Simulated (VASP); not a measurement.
A run of VASP 6.6.1:

File POSCAR:

```
GaP
1.0
    0.0000000000      2.8769570149      2.4454134627
    2.8769570149      0.0000000000      2.4454134627
    2.8769570149      2.8769570149      0.0000000000
Ga P
1 1
Direct
    0.0000000000      0.0000000000      0.0000000000
    0.7500000000      0.7500000000      0.7500000000
```

The input INCAR.step1:

```
PREC = Accurate
ENCUT = 520
ISMEAR = 0
SIGMA = 0.05
LREAL = F
LASPH = T
NELM = 100
NBANDS = 16
GGA = PE
ALGO = Normal
EDIFF = 1E-4
LWAVE = T
LCHARG = F
```

File INCAR.step2:

```
PREC = Accurate
ENCUT = 520
EDIFF = 1E-6
ISMEAR = 0
SIGMA = 0.05
LREAL = F
LASPH = T
NELM = 100
ALGO = Normal
ISIF = 2
LWAVE = F
LCHARG = F
METAGGA = R2SCAN
LMIXTAU = T
NBANDS = 16
ISTART = 1
```

KPOINTS

```
Automatic mesh
0
Gamma
  10 10 10
```

Potentials or basis: VASP PAW PBE potentials, release 64 (Ga_d, P).

Command:

```bash
$ cat potpaw_PBE.64/Ga_d/POTCAR potpaw_PBE.64/P/POTCAR > POTCAR
$ cp INCAR.step1 INCAR
$ mpirun -np 1 vasp_std > vasp.out
$ cp INCAR.step2 INCAR
$ mpirun -np 1 vasp_std > vasp.out
```

Hardware: 1 thread of Intel(R) Xeon(R) 6975P-C (Granite Rapids) (shared host).

Task: Estimate the wall time of this run.

Result: It took 96 s on 1 thread of Intel(R) Xeon(R) 6975P-C (Granite Rapids), on a shared host, peak memory 0.21 GiB. Counts: k points 102.
